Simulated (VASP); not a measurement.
# Sc2Si2B (P1) in VASP: single point with PBEsol

Aim: the single point of Sc2Si2B with PBEsol.

Everything below comes from runs of VASP 6.6.1. Logs are shortened: lines on timing, memory, paths and dates and some standing lists are left out, and cuts for length are marked.

### Step 1. The cell of the first run

The typed cell holds 5 atoms: a = 3.716 Å, b = 3.703 Å, c = 6.477 Å, α = 72.87°, β = 72.93°, γ = 90.36°.

### Step 2. Single point, PBEsol

Input file POSCAR:

```
Sc2Si2B
1.0
   -0.0117095200      3.7154704200     -0.0173853100
    3.7027092000     -0.0117095200     -0.0213840000
    1.8798139800      1.8797787900     -5.9060069000
B Sc Si
1 2 2
Direct
    0.9846350000      0.0160920000      0.0017330000
    0.3447260000      0.3692830000      0.3037750000
    0.6711520000      0.6652100000      0.6978840000
    0.1640240000      0.1529380000      0.7078970000
    0.8660320000      0.8547450000      0.2609420000
```

Input file INCAR.step1:

```
PREC     = Accurate       # precision mode
ENCUT    = 520            # plane-wave cutoff, eV
EDIFF    = 1E-6           # SCF threshold, eV
ISMEAR   = -1             # smearing method
SIGMA    = 0.1            # smearing width, eV
LREAL    = False          # projectors in reciprocal space
LASPH    = True           # aspherical terms in the spheres
NELM     = 100            # most SCF steps
ALGO     = Normal         # electronic algorithm
ISIF     = 2              # what is computed and relaxed
LWAVE    = False          # write WAVECAR
LCHARG   = True           # write CHGCAR
LMAXMIX  = 4              # l up to which the mixer works
GGA      = PS             # functional
NBANDS   = 24             # bands
```

Input file KPOINTS.step1:

```
Automatic mesh
0
Gamma
  5 5 3
  0 0.5 0
```

Input file INCAR.step2:

```
PREC     = Accurate       # precision mode
ENCUT    = 520            # plane-wave cutoff, eV
EDIFF    = 1E-6           # SCF threshold, eV
ISMEAR   = -5             # smearing method
SIGMA    = 0.1            # smearing width, eV
LREAL    = False          # projectors in reciprocal space
LASPH    = True           # aspherical terms in the spheres
NELM     = 100            # most SCF steps
ALGO     = Normal         # electronic algorithm
ISIF     = 2              # what is computed and relaxed
LWAVE    = False          # write WAVECAR
LCHARG   = False          # write CHGCAR
LMAXMIX  = 4              # l up to which the mixer works
GGA      = PS             # functional
LORBIT   = 10             # projections on sites
NBANDS   = 24             # bands
NEDOS    = 1001           # points of the DOS
ICHARG   = 11             # starting density
```

Input file KPOINTS.step2:

```
Automatic mesh
0
Gamma
  8 8 5
```

Potentials or basis: VASP PAW PBE potentials, release 64 (B, Sc_sv, Si).

Command:

```
cat potpaw_PBE.64/B/POTCAR potpaw_PBE.64/Sc_sv/POTCAR potpaw_PBE.64/Si/POTCAR > POTCAR
cp INCAR.step1 INCAR
cp KPOINTS.step1 KPOINTS
mpirun -np 1 vasp_std > vasp.out
cp INCAR.step2 INCAR
cp KPOINTS.step2 KPOINTS
mpirun -np 1 vasp_std > vasp.out
```

OUTCAR:

```text
PREC = Accurate
   ENCUT = 520
   EDIFF = 1E-6
   ISMEAR = -5
   LREAL = False
   LASPH = True
   NELM = 100
   ISIF = 2
   GGA = PS
   LORBIT = 10
   ICHARG = 11

 ion  position               nearest neighbor table
   1  0.985  0.016  0.002-   5 1.53   4 1.73
   2  0.345  0.369  0.304-   4 2.38   5 2.53   5 2.55   5 2.73   5 2.74
   3  0.671  0.665  0.698-   5 2.58   4 2.59   4 2.62   4 2.64   4 2.65
   4  0.164  0.153  0.708-   1 1.73   2 2.38   3 2.59   3 2.62   3 2.64   3 2.65
   5  0.866  0.855  0.261-   1 1.53   2 2.53   2 2.55   3 2.58   2 2.73   2 2.74

  LATTYP: Found a triclinic cell.
 ALAT       =     3.7155295455
 B/A-ratio  =     1.4162218513
 C/A-ratio  =     2.6582355514
 COS(alpha) =     0.0018231350
 COS(beta)  =     0.5663511776
 COS(gamma) =     0.7105279166

  Lattice vectors:

 A1 = (   0.0117095200,  -3.7154704200,   0.0173853100)
 A2 = (   3.7144187200,  -3.7271799400,  -0.0039986900)
 A3 = (  -5.5708136600,  -5.5835396900,   5.9447762100)

Analysis of symmetry for initial positions (statically):
=====================================================================
 Subroutine PRICEL returns:
 Original cell was already a primitive cell.

 Routine SETGRP: Setting up the symmetry group for a
 triclinic supercell.

 Subroutine GETGRP returns: Found  1 space group operations
 (whereof  1 operations were pure point group operations)
 out of a pool of  2 trial point group operations.

The static configuration has the point symmetry C_1 .

Analysis of symmetry for dynamics (positions and initial velocities):
=====================================================================
 Subroutine PRICEL returns:
 Original cell was already a primitive cell.

 Routine SETGRP: Setting up the symmetry group for a
 triclinic supercell.

 Subroutine GETGRP returns: Found  1 space group operations
 (whereof  1 operations were pure point group operations)
 out of a pool of  2 trial point group operations.

The dynamic configuration has the point symmetry C_1 .

 Subroutine INISYM returns: Found  1 space group operations
 (whereof  1 operations are pure point group operations),
 and found     1 'primitive' translations

----------------------------------------------------------------------------------------

                                     Primitive cell

  volume of cell :      80.9787

  direct lattice vectors                    reciprocal lattice vectors
    -0.011709520  3.715470420 -0.017385310     0.001350400  0.269552634  0.086223710
     3.702709200 -0.011709520 -0.021384000     0.270576178  0.001257585  0.086521549
     1.879813980  1.879778790 -5.906006900    -0.000983656 -0.000798026 -0.169886223

  length of vectors
     3.715529546  3.702789463  6.476741959     0.283010555  0.284075743  0.169890945

  position of ions in fractional coordinates (direct lattice)
     0.984635000  0.016092000  0.001733000
     0.344726000  0.369283000  0.303775000
     0.671152000  0.665210000  0.697884000
     0.164024000  0.152938000  0.707897000
     0.866032000  0.854745000  0.260942000

  ion indices of the primitive-cell ions
   primitive index   ion index
                 1           1
                 2           2
                 3           3
                 4           4
                 5           5

----------------------------------------------------------------------------------------

 KPOINTS: Automatic mesh

Automatic generation of k-mesh.
 Grid dimensions read from file:
 generate k-points for:    8    8    5

 Generating k-lattice:

  Cartesian coordinates                     Fractional coordinates (reciprocal lattice)
     0.000168800  0.033694079  0.010777964     0.125000000  0.000000000  0.000000000
     0.033822022  0.000157198  0.010815194     0.000000000  0.125000000  0.000000000
    -0.000196731 -0.000159605 -0.033977245     0.000000000  0.000000000  0.200000000

  Length of vectors
     0.035376319  0.035509468  0.033978189

  Shift w.r.t. Gamma in fractional coordinates (k-lattice)
     0.000000000  0.000000000  0.000000000

 TETIRR: Found    960 inequivalent tetrahedra from     1920

 Subroutine IBZKPT returns following result:
 ===========================================

 Found    162 irreducible k-points:

 Following reciprocal coordinates:
            Coordinates               Weight
  0.000000  0.000000  0.000000      1.000000
  0.125000  0.000000 -0.000000      2.000000
  0.250000  0.000000 -0.000000      2.000000
  0.375000  0.000000 -0.000000      2.000000
  0.500000  0.000000 -0.000000      1.000000
  0.000000  0.125000 -0.000000      2.000000
[... 16 lines left out ...]
  0.125000  0.375000 -0.000000      2.000000
  0.250000  0.375000 -0.000000      2.000000
 [... further k-points ...]
   k-points           NKPTS =    162   k-points in BZ     NKDIM =    162   number of bands    NBANDS=     24
   number of dos      NEDOS =   1001   number of ions     NIONS =      5
   total plane-waves  NPLWV =  37632
   dimension x,y,z NGX =    28 NGY =   28 NGZ =   48
   dimension x,y,z NGXF=    56 NGYF=   56 NGZF=   96
   ions per type =               1   2   2
   NGX,Y,Z   is equivalent  to a cutoff of  12.53, 12.57, 12.32 a.u.
   NGXF,Y,Z  is equivalent  to a cutoff of  25.06, 25.14, 24.64 a.u.
 SYSTEM =  unknown system
   PREC   = accura    normal or accurate (medium, high low for compatibility)
   ISTART =      0    job   : 0-new  1-cont  2-samecut
   ICHARG =     11    charge: 1-file 2-atom 10-const
   ISPIN  =      1    spin polarized calculation?
   LNONCOLLINEAR =      F non collinear calculations
   LSORBIT =      F    spin-orbit coupling
   LASPH  =      T    aspherical Exc in radial PAW
   ENCUT  =  520.0 eV  38.22 Ry    6.18 a.u.   6.91  6.88 12.04*2*pi/ulx,y,z
   NELM   =    100;   NELMIN=  2; NELMDL=  0     # of ELM steps
   EDIFF  = 0.1E-05   stopping-criterion for ELM
   LREAL  =      F    real-space projection
   EDIFFG = 0.1E-04   stopping-criterion for IOM
   NSW    =      0    number of steps for IOM
   IBRION =     -1    ionic relax: 0-MD 1-quasi-New 2-CG
   NFREE  =      0    steps in history (QN), initial steepest desc. (CG)
   ISIF   =      2    stress and relaxation
   ISYM   =      2    0-nonsym 1-usesym 2-fastsym
   POTIM  = 0.5000    time-step for ionic-motion
   TEBEG  =    0.0;   TEEND  =   0.0 temperature during run
   PSTRESS=    0.0 pullay stress
   NELECT =      33.0000    total number of electrons
   NUPDOWN=      -1.0000    fix difference up-down
   EMIN   =  10.00;   EMAX   =-10.00  energy-range for DOS
   EFERMI =   0.00;   METHOD = LEGACY
   ISMEAR =    -5;   SIGMA  =   0.10  broadening in eV -4-tet -1-fermi 0-gaus
   EFERMI_NEDOS =   21; number of points for ismear=-14 and -15
   IALGO  =     38    algorithm
   IMIX   =      4    mixing-type and parameters
     AMIX     =   0.40;   BMIX     =  1.00
     AMIX_MAG =   1.60;   BMIX_MAG =  1.00
  volume/ion in A,a.u.               =      16.20       109.29
  Fermi-wavevector in a.u.,A,eV,Ry     =   1.213731  2.293619 20.043332  1.473143
  Thomas-Fermi vector in A             =   2.349174
   LORBIT       =     10    0 simple, 1 ext, 2 COOP (PROOUT), +10 PAW based schemes
   GGA     = PS    functional components
   LHFCALC =     F    Hartree Fock is set to
   AEXX    =    0.0000 exact exchange contribution
   IVDW    =     0    specifies the selected vdW correction
   LEPSILON=     F    determine dielectric tensor
   LRPA    =     F    only Hartree local field effects (RPA)
 non-spin polarized calculation
 Fermi weights with tetrahedron method with Bloechl corrections
  energy-cutoff  :      520.00
  volume of cell :       80.98
 maximum number of plane-waves:      2200

 number of electron      32.9999994 magnetization

 Free energy of the ion-electron system (eV)
  ---------------------------------------------------
  ext. energy  EPLUGINS =         0.00000000
  ---------------------------------------------------
  free energy    TOTEN  =       -29.43256837 eV

  energy without entropy =      -29.43256837  energy(sigma->0) =      -29.43256837

 E-fermi :   5.7019     XC(G=0): -10.6377

 val. band max:        5.8188686448   @ k =   0.5000   0.3750   0.2000
 cond. band min:       5.7210392073   @ k =   0.3750  -0.2500   0.2000
 fundamental gap:     -0.0978294375
 Fermi energy:         5.7018938934

 k-point     1 :       0.0000    0.0000    0.0000
  band No.  band energies     occupation
      1     -43.1382      2.00000
      2     -43.0238      2.00000
      3     -22.0242      2.00000
      4     -21.8663      2.00000
      5     -21.8600      2.00000
      6     -21.8576      2.00000
[... 16 lines left out ...]
     23       8.2961      0.00000
     24       9.0819      0.00000

 k-point     2 :       0.1250    0.0000   -0.0000
  band No.  band energies     occupation
      1     -43.1374      2.00000
      2     -43.0233      2.00000
      3     -22.0205      2.00000
      4     -21.8911      2.00000
      5     -21.8588      2.00000
      6     -21.8469      2.00000
[... 16 lines left out ...]
     23       8.6878      0.00000
     24       9.0442      0.00000

 k-point     3 :       0.2500    0.0000   -0.0000
  band No.  band energies     occupation
      1     -43.1353      2.00000
      2     -43.0220      2.00000
      3     -22.0119      2.00000
      4     -21.9284      2.00000
      5     -21.8539      2.00000
      6     -21.8464      2.00000
[... 16 lines left out ...]
     23       8.5056      0.00000
     24       8.9092      0.00000

 k-point     4 :       0.3750    0.0000   -0.0000
  band No.  band energies     occupation
      1     -43.1332      2.00000
      2     -43.0208      2.00000
      3     -22.0043      2.00000
      4     -21.9609      2.00000
      5     -21.8523      2.00000
      6     -21.8488      2.00000
[... 16 lines left out ...]
     23       8.8027      0.00000
     24       8.9097      0.00000

 k-point     5 :       0.5000    0.0000   -0.0000
  band No.  band energies     occupation
      1     -43.1323      2.00000
      2     -43.0202      2.00000
      3     -22.0014      2.00000
      4     -21.9743      2.00000
      5     -21.8545      2.00000
      6     -21.8467      2.00000
[... 451 lines left out ...]
 k-point    22 :       0.0000    0.3750   -0.0000
  band No.  band energies     occupation
      1     -43.1330      2.00000
      2     -43.0206      2.00000
      3     -22.0061      2.00000
      4     -21.9590      2.00000
      5     -21.8518      2.00000
      6     -21.8496      2.00000
[... 16 lines left out ...]
     23       8.8350      0.00000
     24       8.9003      0.00000

 k-point    23 :       0.1250    0.3750   -0.0000
  band No.  band energies     occupation
      1     -43.1323      2.00000
      2     -43.0200      2.00000
      3     -21.9999      2.00000
      4     -21.9566      2.00000
      5     -21.8693      2.00000
      6     -21.8510      2.00000
[... 16 lines left out ...]
     23       9.0381      0.00000
     24       9.3448      0.00000

 k-point    24 :       0.2500    0.3750   -0.0000
  band No.  band energies     occupation
      1     -43.1306      2.00000
      2     -43.0185      2.00000
      3     -21.9894      2.00000
      4     -21.9474      2.00000
      5     -21.9012      2.00000
      6     -21.8600      2.00000
[... 16 lines left out ...]
     23       8.9088      0.00000
     24       9.5815      0.00000

 [... further k-points ...]

------------------------ aborting loop because EDIFF is reached ----------------------------------------

  FORCE on cell =-STRESS in cart. coord.  units (eV):
  Direction    XX          YY          ZZ          XY          YZ          ZX
  --------------------------------------------------------------------------------------
  -------------------------------------------------------------------------------------
  Total        3.1369622      3.2455665     34.7638295      0.2086894     -0.0567206      1.6528283
  in kB       62.0653115     64.2140655    687.8080721      4.1289543     -1.1222273     32.7014798
  external PRESSURE =     271.3624830 kB  Pullay stress =       0.0000000 kB

 VOLUME and BASIS-vectors are now :
 -----------------------------------------------------------------------------
  energy-cutoff  :      520.00
  volume of cell :       80.98
      direct lattice vectors                 reciprocal lattice vectors
    -0.011709520  3.715470420 -0.017385310     0.001350400  0.269552634  0.086223710
     3.702709200 -0.011709520 -0.021384000     0.270576178  0.001257585  0.086521549
     1.879813980  1.879778790 -5.906006900    -0.000983656 -0.000798026 -0.169886223

 POSITION                                       TOTAL-FORCE (eV/Angst)
 -----------------------------------------------------------------------------------
      0.05131      3.66145     -0.02770         0.927479     -0.636723      9.804934
      1.93435      1.84752     -1.80799        -1.171494     -0.049862      2.039380
      3.76711      3.79772     -4.14760        -0.326360     -0.042608     -0.588057
      1.89508      1.93833     -4.18697         0.182769      0.263082      2.647048
      3.64525      3.69822     -1.57446         0.387605      0.466112    -13.903305
 -----------------------------------------------------------------------------------
    total drift:                               -0.001964      0.000761     -0.003490

  FREE ENERGIE OF THE ION-ELECTRON SYSTEM (eV)
  ---------------------------------------------------
  free  energy   TOTEN  =       -29.4325683738 eV

  energy  without entropy=      -29.4325683738  energy(sigma->0) =      -29.43256837

 total charge

# of ion       s       p       d       tot
------------------------------------------
    1        0.815   1.363   0.000   2.178
    2        2.208   6.174   1.252   9.634
    3        2.196   6.158   1.197   9.552
    4        0.816   1.130   0.000   1.945
    5        0.844   1.231   0.000   2.075
--------------------------------------------------
tot          6.879  16.056   2.449  25.384
```

Wall time 4.1 min (1 thread of Intel Xeon Platinum 8375C at 2.90GHz (Ice Lake), shared host); peak memory 0.4 GiB.

Results:

```yaml
Valence_electrons_inside_the_program's_atomic_spheres: B 2.18; Sc 9.63, 9.55; Si 1.95, 2.08
```

Levels at points of the mesh, in eV from the Fermi level:
```
           k point  band 13  band 14  band 15  band 16  band 17  band 18  band 19  band 20  band 21  band 22
(0.00, 0.00, 0.00)    -1.43    -1.40    -0.61     0.24     0.58     0.68     0.86     1.50     2.18     2.53
(0.50, 0.00, 0.00)    -2.67    -2.27    -2.08    -0.88    -0.40     2.01     2.15     2.35     2.94     3.12
(0.00, 0.50, 0.00)    -2.52    -2.47    -2.11    -0.95    -0.30     1.84     2.18     2.38     3.00     3.14
(0.50, 0.50, 0.00)    -3.52    -2.37    -1.85    -1.54    -0.61     0.87     1.24     2.62     2.88     3.48
```

Caveat: the PAW data sets were made with another functional, which shifts forces and pressure a little; tetrahedron occupations give inexact forces and stress in metals.
